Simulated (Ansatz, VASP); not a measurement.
KCl: VASP beside Ansatz

```
K Cl
1.0
     0.00000    3.15610    3.25078
     3.15610    0.00000    3.25078
     3.15610    3.15610    0.00000
K Cl
1 1
Cartesian
  0.0000 0.0000 0.0000
  3.1561 3.1561 3.2508
```

Change from the starting cell: zz strain of +3 %, crystal datasets.

Alike in both runs: task electric field gradients; functional LDA; k mesh 7 × 7 × 7; occupations fermi-dirac, width 0.03 eV; no spin polarisation.

|  | VASP | Ansatz |
| --- | --- | --- |
| version | VASP 6.6.1 | Ansatz 0.2.0 |
| potentials or method | VASP PAW LDA potentials, release 64 (K_sv, Cl), cutoff 520 eV | all-electron PAW with datasets made for the crystal, scalar-relativistic |

Ansatz gave:

```
gap on the k mesh at the Fermi level (eV)                     : 4.61
pressure (GPa)                                                : -2.4
traceless stress, the component that is largest in VASP (GPa) : -0.39
size of Vzz on the site where it differs most (V/Å²)          : 4.9
```

What did VASP give for the same quantities?

gap on the k mesh at the Fermi level (eV): 4.62; pressure (GPa): -2.4; traceless stress, the component that is largest in VASP (GPa): -0.41; size of Vzz on the site where it differs most (V/Å²): 5.1.

LDA's correlation is that of Perdew and Zunger in VASP and of Perdew and Wang (1992) in Ansatz. Ansatz ran all-electron here, and VASP with PAW potentials.
